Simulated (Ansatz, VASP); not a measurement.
## Two plane-wave programs on TiO2

```
Ti O
1.0
     4.81270    0.00000    0.00000
     0.00000    4.87188    0.00000
    -0.86289    0.00000    4.96659
Ti O
4 8
Direct
  0.27744 0.44719 0.71315
  0.72256 0.94719 0.78685
  0.72256 0.55281 0.28685
  0.27744 0.05281 0.21315
  0.44536 0.74237 0.96677
  0.55464 0.24237 0.53323
  0.55464 0.25763 0.03323
  0.44536 0.75763 0.46677
  0.06384 0.32303 0.35156
  0.93616 0.82303 0.14844
  0.93616 0.67697 0.64844
  0.06384 0.17697 0.85156
```

Alike in both runs: task single point; functional r2SCAN; k mesh 6 × 6 × 6; occupations gaussian, width 0.02 eV; no spin polarisation.

|  | VASP | Ansatz |
| --- | --- | --- |
| version | VASP 6.6.1 | Ansatz 0.2.0 |
| potentials or method | VASP PAW PBE potentials, release 64 (Ti_sv, O), cutoff 520 eV | scalar-relativistic, plane waves, PAW |
| valence electrons in the cell | 96 | 96 |

```csv
,VASP,Ansatz,Ansatz less VASP
gap on the k mesh at the Fermi level (eV),2.68,2.66,-0.017
least direct gap on the mesh (eV),2.74,2.72,-0.017
pressure (GPa),0.0,-1.5,-1.49
"traceless stress, the component that is largest in VASP (GPa)",-0.10,-0.21,-0.104
rms of the force components (eV/Å),0.017,0.051,+0.0337
```

VASP's potentials were made for PBE, not for r2SCAN. Atom by atom the forces differ by 0.042 eV/Å (rms over components).
